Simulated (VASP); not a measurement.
# InSb in VASP: a series of runs

InSb is run at these levels: PBE; tasks: single point.

Program: VASP 6.6.1. These are calculated values, not measurements. Logs are shortened: lines on timing, memory, paths and dates and some standing lists are left out, and cuts for length are marked.

## (1) The cell of the first run

The cell holds a slab with vacuum, 6 atoms: a = 4.692 Å, b = 6.635 Å, c = 19.692 Å, α = 90.00°, β = 90.00°, γ = 90.00°.

## (2) Single point, PBE

File INCAR:

```
SYSTEM = InSb
  PREC = Accurate
  ENCUT = 520
  EDIFF = 1E-7
  ISMEAR = 0
  SIGMA = 0.1
  LREAL = .False.
  LASPH = .True.
  NELM = 60
  ALGO = Normal
  ISIF = 2
  LWAVE = .False.
  LCHARG = .True.
  LDIPOL = .True.
  IDIPOL = 3
  DIPOL = 0.5 0.5 0.500
  GGA = PE
  LELF = .True.
  LVHAR = .True.
  LVACPOTAV = .True.
  NBANDS = 36
```

File KPOINTS:

```
regular mesh
0
Gamma
  8 5 1
  0 0 0
```

File POSCAR:

```
InSb
1.0
    4.6915474113      0.0000000000      0.0000000000
    0.0000000000      6.6348499775      0.0000000000
    0.0000000000      0.0000000000     19.6915474113
In Sb
3 3
Direct
    0.5000000000      0.5000000000      0.3808740798
    0.0000000000      0.0000000000      0.5000000000
    0.5000000000      0.5000000000      0.6191259202
    0.0000000000      0.7500000000      0.3808740798
    0.5000000000      0.2500000000      0.5000000000
    0.0000000000      0.7500000000      0.6191259202
```

Potentials or basis: VASP PAW PBE potentials, release 64 (In_d, Sb).

Run with:

```sh
$ cat potpaw_PBE.64/In_d/POTCAR potpaw_PBE.64/Sb/POTCAR > POTCAR
$ mpirun -np 1 vasp_std > vasp.out
```

OUTCAR:

```text
SYSTEM = InSb
   PREC = Accurate
   ENCUT = 520
   EDIFF = 1E-7
   ISMEAR = 0
   LREAL = .False.
   LASPH = .True.
   NELM = 60
   ISIF = 2
   GGA = PE

 ion  position               nearest neighbor table
   1  0.500  0.500  0.381-   5 2.87   4 2.87   4 2.87
   2  0.000  0.000  0.500-   4 2.87   6 2.87   5 2.87   5 2.87
   3  0.500  0.500  0.619-   5 2.87   6 2.87   6 2.87
   4  0.000  0.750  0.381-   2 2.87   1 2.87   1 2.87
   5  0.500  0.250  0.500-   1 2.87   3 2.87   2 2.87   2 2.87
   6  0.000  0.750  0.619-   2 2.87   3 2.87   3 2.87

  LATTYP: Found a simple orthorhombic cell.
 ALAT       =     4.6915474113
 B/A-ratio  =     1.4142135624
 C/A-ratio  =     4.1972393509

  Lattice vectors:

 A1 = (   4.6915474113,   0.0000000000,   0.0000000000)
 A2 = (   0.0000000000,   6.6348499775,   0.0000000000)
 A3 = (   0.0000000000,   0.0000000000,  19.6915474113)

Analysis of symmetry for initial positions (statically):
=====================================================================
 Subroutine PRICEL returns:
 Original cell was already a primitive cell.

 Routine SETGRP: Setting up the symmetry group for a
 simple orthorhombic supercell.

 Subroutine GETGRP returns: Found  4 space group operations
 (whereof  4 operations were pure point group operations)
 out of a pool of  8 trial point group operations.

The static configuration has the point symmetry C_2v.

Analysis of symmetry for dynamics (positions and initial velocities):
=====================================================================
 Subroutine PRICEL returns:
 Original cell was already a primitive cell.

 Routine SETGRP: Setting up the symmetry group for a
 simple orthorhombic supercell.

 Subroutine GETGRP returns: Found  4 space group operations
 (whereof  4 operations were pure point group operations)
 out of a pool of  8 trial point group operations.

The dynamic configuration has the point symmetry C_2v.

 Subroutine INISYM returns: Found  4 space group operations
 (whereof  4 operations are pure point group operations),
 and found     1 'primitive' translations

----------------------------------------------------------------------------------------

                                     Primitive cell

  volume of cell :     612.9528

  direct lattice vectors                    reciprocal lattice vectors
     4.691547411  0.000000000  0.000000000     0.213149290  0.000000000  0.000000000
     0.000000000  6.634849978  0.000000000     0.000000000  0.150719308  0.000000000
     0.000000000  0.000000000 19.691547411     0.000000000  0.000000000  0.050783211

  length of vectors
     4.691547411  6.634849978 19.691547411     0.213149290  0.150719308  0.050783211

  position of ions in fractional coordinates (direct lattice)
     0.500000000  0.500000000  0.380874080
     0.000000000  0.000000000  0.500000000
     0.500000000  0.500000000  0.619125920
     0.000000000  0.750000000  0.380874080
     0.500000000  0.250000000  0.500000000
     0.000000000  0.750000000  0.619125920

  ion indices of the primitive-cell ions
   primitive index   ion index
                 1           1
                 2           2
                 3           3
                 4           4
                 5           5
                 6           6

----------------------------------------------------------------------------------------

 KPOINTS: regular mesh

Automatic generation of k-mesh.
 Grid dimensions read from file:
 generate k-points for:    8    5    1

 Generating k-lattice:

  Cartesian coordinates                     Fractional coordinates (reciprocal lattice)
     0.026643661  0.000000000  0.000000000     0.125000000  0.000000000  0.000000000
     0.000000000  0.030143862  0.000000000     0.000000000  0.200000000  0.000000000
     0.000000000  0.000000000  0.050783211     0.000000000  0.000000000  1.000000000

  Length of vectors
     0.026643661  0.030143862  0.050783211

  Shift w.r.t. Gamma in fractional coordinates (k-lattice)
     0.000000000  0.000000000  0.000000000

 Subroutine IBZKPT returns following result:
 ===========================================

 Found     15 irreducible k-points:

 Following reciprocal coordinates:
            Coordinates               Weight
  0.000000  0.000000  0.000000      1.000000
  0.125000  0.000000  0.000000      2.000000
  0.250000  0.000000  0.000000      2.000000
  0.375000  0.000000  0.000000      2.000000
  0.500000  0.000000  0.000000      1.000000
  0.000000  0.200000  0.000000      2.000000
  0.125000  0.200000  0.000000      4.000000
  0.250000  0.200000  0.000000      4.000000
  0.375000  0.200000  0.000000      4.000000
  0.500000  0.200000  0.000000      2.000000
  0.000000  0.400000  0.000000      2.000000
  0.125000  0.400000  0.000000      4.000000
  0.250000  0.400000  0.000000      4.000000
  0.375000  0.400000  0.000000      4.000000
  0.500000  0.400000  0.000000      2.000000
   k-points           NKPTS =     15   k-points in BZ     NKDIM =     15   number of bands    NBANDS=     36
   number of dos      NEDOS =    301   number of ions     NIONS =      6
   total plane-waves  NPLWV = 270000
   dimension x,y,z NGX =    36 NGY =   50 NGZ =  150
   dimension x,y,z NGXF=    72 NGYF=  100 NGZF=  300
   ions per type =               3   3
   NGX,Y,Z   is equivalent  to a cutoff of  12.76, 12.53, 12.66 a.u.
   NGXF,Y,Z  is equivalent  to a cutoff of  25.51, 25.06, 25.33 a.u.
 SYSTEM =  InSb
   PREC   = accura    normal or accurate (medium, high low for compatibility)
   ISTART =      0    job   : 0-new  1-cont  2-samecut
   ICHARG =      2    charge: 1-file 2-atom 10-const
   ISPIN  =      1    spin polarized calculation?
   LNONCOLLINEAR =      F non collinear calculations
   LSORBIT =      F    spin-orbit coupling
   LASPH  =      T    aspherical Exc in radial PAW
   ENCUT  =  520.0 eV  38.22 Ry    6.18 a.u.   8.72 12.34 36.61*2*pi/ulx,y,z
   NELM   =     60;   NELMIN=  2; NELMDL= -5     # of ELM steps
   EDIFF  = 0.1E-06   stopping-criterion for ELM
   LREAL  =      F    real-space projection
   EDIFFG = 0.1E-05   stopping-criterion for IOM
   NSW    =      0    number of steps for IOM
   IBRION =     -1    ionic relax: 0-MD 1-quasi-New 2-CG
   NFREE  =      0    steps in history (QN), initial steepest desc. (CG)
   ISIF   =      2    stress and relaxation
   ISYM   =      2    0-nonsym 1-usesym 2-fastsym
   POTIM  = 0.5000    time-step for ionic-motion
   TEBEG  =    0.0;   TEEND  =   0.0 temperature during run
   PSTRESS=    0.0 pullay stress
   NELECT =      54.0000    total number of electrons
   NUPDOWN=      -1.0000    fix difference up-down
   EMIN   =  10.00;   EMAX   =-10.00  energy-range for DOS
   EFERMI =   0.00;   METHOD = LEGACY
   ISMEAR =     0;   SIGMA  =   0.10  broadening in eV -4-tet -1-fermi 0-gaus
   EFERMI_NEDOS =   21; number of points for ismear=-14 and -15
   IALGO  =     38    algorithm
   IMIX   =      4    mixing-type and parameters
     AMIX     =   0.40;   BMIX     =  1.00
     AMIX_MAG =   1.60;   BMIX_MAG =  1.00
  volume/ion in A,a.u.               =     102.16       689.40
  Fermi-wavevector in a.u.,A,eV,Ry     =   0.728445  1.376562  7.219698  0.530633
  Thomas-Fermi vector in A             =   1.819921
   LORBIT       =      0    0 simple, 1 ext, 2 COOP (PROOUT), +10 PAW based schemes
   GGA     = PE    functional components
   LHFCALC =     F    Hartree Fock is set to
   AEXX    =    0.0000 exact exchange contribution
   IVDW    =     0    specifies the selected vdW correction
   LEPSILON=     F    determine dielectric tensor
   LRPA    =     F    only Hartree local field effects (RPA)
 non-spin polarized calculation
 Gauss-broadening in eV      SIGMA  =   0.10
  energy-cutoff  :      520.00
  volume of cell :      612.95
 maximum number of plane-waves:     16546
 NGX is ok and might be reduce to    36
   NGX = 17   NGY = 25   NGZ = 73

 number of electron      54.0000024 magnetization

 dipolmoment           0.000000      0.000000     -0.000000 electrons x Angstroem

 Free energy of the ion-electron system (eV)
  ---------------------------------------------------
  ext. energy  EPLUGINS =         0.00000000
  ---------------------------------------------------
  free energy    TOTEN  =       -18.33576023 eV

  energy without entropy =      -18.29845941  energy(sigma->0) =      -18.31710982

 E-fermi :  -1.3005     XC(G=0):  -3.7152

 val. band max:       -1.3052517934   @ k =   0.5000   0.2000   0.0000
 cond. band min:      -1.2814573045   @ k =   0.5000   0.4000   0.0000
 fundamental gap:      0.0237944889
 Fermi energy:        -1.3005256586

 k-point     1 :       0.0000    0.0000    0.0000
  band No.  band energies     occupation
      1     -15.9118      2.00000
      2     -15.8916      2.00000
      3     -15.8893      2.00000
      4     -15.8816      2.00000
      5     -15.8447      2.00000
      6     -15.8436      2.00000
[... 28 lines left out ...]
     35       2.5562      0.00000
     36       2.8288      0.00000

 k-point     2 :       0.1250    0.0000    0.0000
  band No.  band energies     occupation
      1     -15.9118      2.00000
      2     -15.8903      2.00000
      3     -15.8885      2.00000
      4     -15.8810      2.00000
      5     -15.8482      2.00000
      6     -15.8478      2.00000
[... 28 lines left out ...]
     35       2.2677      0.00000
     36       3.1202      0.00000

 k-point     3 :       0.2500    0.0000    0.0000
  band No.  band energies     occupation
      1     -15.9118      2.00000
      2     -15.8871      2.00000
      3     -15.8870      2.00000
      4     -15.8792      2.00000
      5     -15.8570      2.00000
      6     -15.8565      2.00000
[... 28 lines left out ...]
     35       2.5431      0.00000
     36       3.3827      0.00000
[... 391 lines left out ...]
 k-point    14 :       0.3750    0.4000    0.0000
  band No.  band energies     occupation
      1     -15.9098      2.00000
      2     -15.8861      2.00000
      3     -15.8828      2.00000
      4     -15.8760      2.00000
      5     -15.8659      2.00000
      6     -15.8650      2.00000
[... 28 lines left out ...]
     35       3.1748      0.00000
     36       3.3599      0.00000

 k-point    15 :       0.5000    0.4000    0.0000
  band No.  band energies     occupation
      1     -15.9098      2.00000
      2     -15.8857      2.00000
      3     -15.8797      2.00000
      4     -15.8731      2.00000
      5     -15.8709      2.00000
      6     -15.8704      2.00000
[... 28 lines left out ...]
     35       3.3483      0.00000
     36       3.3757      0.00000

------------------------ aborting loop because EDIFF is reached ----------------------------------------

  FORCE on cell =-STRESS in cart. coord.  units (eV):
  Direction    XX          YY          ZZ          XY          YZ          ZX
  --------------------------------------------------------------------------------------
  -------------------------------------------------------------------------------------
  Total       -1.3572878     -1.5731509      1.4961089      0.0000000      0.0000000      0.0000000
  in kB       -3.5477700     -4.1120075      3.9106299      0.0000000      0.0000000      0.0000000
  external PRESSURE =      -1.2497159 kB  Pullay stress =       0.0000000 kB

 VOLUME and BASIS-vectors are now :
 -----------------------------------------------------------------------------
  energy-cutoff  :      520.00
  volume of cell :      612.95
      direct lattice vectors                 reciprocal lattice vectors
     4.691547411  0.000000000  0.000000000     0.213149290  0.000000000  0.000000000
     0.000000000  6.634849978  0.000000000     0.000000000  0.150719308  0.000000000
     0.000000000  0.000000000 19.691547411     0.000000000  0.000000000  0.050783211

 POSITION                                       TOTAL-FORCE (eV/Angst)
 -----------------------------------------------------------------------------------
      2.34577      3.31742      7.50000        -0.000000      0.650626      0.472474
      0.00000      0.00000      9.84577         0.000000     -0.404502      0.000000
      2.34577      3.31742     12.19155        -0.000000      0.650626     -0.472474
      0.00000      4.97614      7.50000         0.000000     -0.200441     -0.800341
      2.34577      1.65871      9.84577         0.000000     -0.495870      0.000000
      0.00000      4.97614     12.19155         0.000000     -0.200441      0.800341
 -----------------------------------------------------------------------------------
    total drift:                                0.000000     -0.000752     -0.000000

  FREE ENERGIE OF THE ION-ELECTRON SYSTEM (eV)
  ---------------------------------------------------
  free  energy   TOTEN  =       -18.3357602262 eV

  energy  without entropy=      -18.2984594134  energy(sigma->0) =      -18.31710982

 vacuum level on the upper side and lower side of the slab         3.159         3.159
```

Run time: 15 min. Hardware: 1 thread of Intel Xeon 8259CL, shared host; peak memory 0.75 GiB.

What came out:

* Free energy: -18.3358 eV
* Largest force: 0.825 eV/Å
* Band gap on the k mesh: zero (filled and empty bands touch)

Forces on the atoms (eV/Å):
```
In   0.000  0.651  0.472
In   0.000 -0.405  0.000
In   0.000  0.651 -0.472
Sb   0.000 -0.200 -0.800
Sb   0.000 -0.496  0.000
Sb   0.000 -0.200  0.800
```

Caveat: spin-orbit coupling is left out, which moves the levels of the heavy elements.

## (3) Single point, PBE

File INCAR:

```
SYSTEM = InSb
ALGO     = Normal         ! electronic algorithm
DIPOL    = 0.5 0.5 0.500
EDIFF    = 1E-6           ! SCF threshold, eV
ENCUT    = 520            ! plane-wave cutoff, eV
GGA      = PE             ! functional
IDIPOL   = 3            
ISIF     = 2              ! what is computed and relaxed
ISMEAR   = 0              ! smearing method
LASPH    = .TRUE.         ! aspherical terms in the spheres
LCHARG   = .FALSE.        ! write CHGCAR
LDIPOL   = .TRUE.       
LREAL    = .FALSE.        ! projectors in reciprocal space
LWAVE    = .FALSE.        ! write WAVECAR
NBANDS   = 36             ! bands
NELM     = 60             ! most SCF steps
PREC     = Accurate       ! precision mode
SIGMA    = 0.1            ! smearing width, eV
```

File KPOINTS:

```
k-points
0
G
  8 5 1
  0 0 0
```

File POSCAR:

```
InSb
1.0
    4.6915474113      0.0000000000      0.0000000000
    0.0000000000      6.6348499775      0.0000000000
    0.0000000000      0.0000000000     19.6915474113
In Sb
3 3
Direct
    0.5000000000      0.5379626332      0.4043301667
    0.0000000000     -0.0510581148      0.4999942157
    0.5000000000      0.5379689783      0.5956767488
    0.0000000000      0.7571663596      0.3671572049
    0.5000000000      0.2107785237      0.5000056222
    0.0000000000      0.7571816201      0.6328360417
```

Potentials or basis: VASP PAW PBE potentials, release 64 (In_d, Sb).

Run with:

```sh
$ cat potpaw_PBE.64/In_d/POTCAR potpaw_PBE.64/Sb/POTCAR > POTCAR
$ mpirun -np 1 vasp_std > vasp.out
```

Wall time 13 min (1 thread of Intel Xeon 8259CL, shared host); peak memory 0.73 GiB.

The run converged. Its results:

* Free energy: -19.3901 eV
* Largest force: 0.017 eV/Å
* Band gap on the k mesh: 0.33 eV (least direct gap 0.78 eV)

Forces on the atoms (eV/Å):
```
In   0.000 -0.003  0.003
In   0.000  0.006  0.000
In   0.000 -0.004 -0.003
Sb   0.000  0.006 -0.016
Sb   0.000 -0.011  0.000
Sb   0.000  0.006  0.016
```

Levels at points of the mesh, in eV from the valence-band top:
| k point | band 23 | band 24 | band 25 | band 26 | band 27 | band 28 | band 29 | band 30 | band 31 | band 32 |
| --- | --- | --- | --- | --- | --- | --- | --- | --- | --- | --- |
| (0.00, 0.00, 0.00) | -1.57 | -0.95 | -0.72 | -0.69 | 0.00 | 0.78 | 1.28 | 1.76 | 2.11 | 3.03 |
| (0.50, 0.00, 0.00) | -1.47 | -1.44 | -1.21 | -1.21 | -0.62 | 0.33 | 1.35 | 1.94 | 2.13 | 2.67 |

Caveat: semilocal functionals underestimate gaps, and a narrow one can read as zero; spin-orbit coupling is left out, which moves the levels of the heavy elements.

The gap in the log of VASP goes by the Fermi energy; the results here count the filled bands.